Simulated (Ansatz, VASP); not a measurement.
**Two plane-wave programs on CdTe**

The input INCAR:

```
SYSTEM = CdTe
PREC = Accurate
ENCUT = 520
EDIFF = 1E-6
ISMEAR = 0
SIGMA = 0.05
LREAL = .False.
LASPH = .True.
NELM = 80
ALGO = Normal
ISIF = 2
LWAVE = .False.
LCHARG = .False.
GGA = PE
IVDW = 13
NBANDS = 16
```

Contents of KPOINTS:

```
Automatic mesh
0
Gamma
  6 6 6
  0 0 0
```

File POSCAR:

```
CdTe
1.0
    0.0000000000      3.3006701624      3.3006701624
    3.3006701624      0.0000000000      3.3006701624
    3.3006701624      3.3006701624      0.0000000000
Cd Te
1 1
Direct
    0.0000000000      0.0000000000      0.0000000000
    0.2500000000      0.2500000000      0.2500000000
```

Input for Ansatz:

```yaml
crystal:
  lattice:
    - [0.0, 3.3006701624, 3.3006701624]
    - [3.3006701624, 0.0, 3.3006701624]
    - [3.3006701624, 3.3006701624, 0.0]
  atoms:
    - { symbol: Cd, position: [0.0, 0.0, 0.0] }
    - { symbol: Te, position: [0.25, 0.25, 0.25] }
basis:
  ecutwfc: 420
  ecutrho_ratio: 4
kpoints:
  mp_grid: { grid: [6, 6, 6] }
hamiltonian:
  xc: pbe
  dispersion: d4
scf:
  occupations: { method: gaussian, width: 0.05 }
output:
  forces: true
  stress: true
  eigenvalues: true
```

Alike in both runs: task single point; functional PBE; dispersion D4; k mesh 6 × 6 × 6; occupations gaussian, width 0.05 eV; no spin polarisation.

|  | VASP | Ansatz |
| --- | --- | --- |
| version | VASP 6.6.1 | Ansatz 0.2.0 |
| potentials or method | VASP PAW PBE potentials, release 64 (Cd, Te), cutoff 520 eV | scalar-relativistic, plane waves, PAW |
| valence electrons in the cell | 18 | 36 |

VASP gave:

| Property | Result |
| --- | --- |
| gap on the k mesh at the Fermi level (eV) | 0.60 |
| least direct gap on the mesh (eV) | 0.60 |
| pressure (GPa) | -1.3 |

Question: Which values does Ansatz return?

Answer: gap on the k mesh at the Fermi level (eV): 0.61; least direct gap on the mesh (eV): 0.61; pressure (GPa): -1.4.

VASP's potentials hold 18 valence electrons a cell and Ansatz's 36, so a difference there can come from the potentials and not from the codes.

Neither program's run includes spin-orbit coupling.
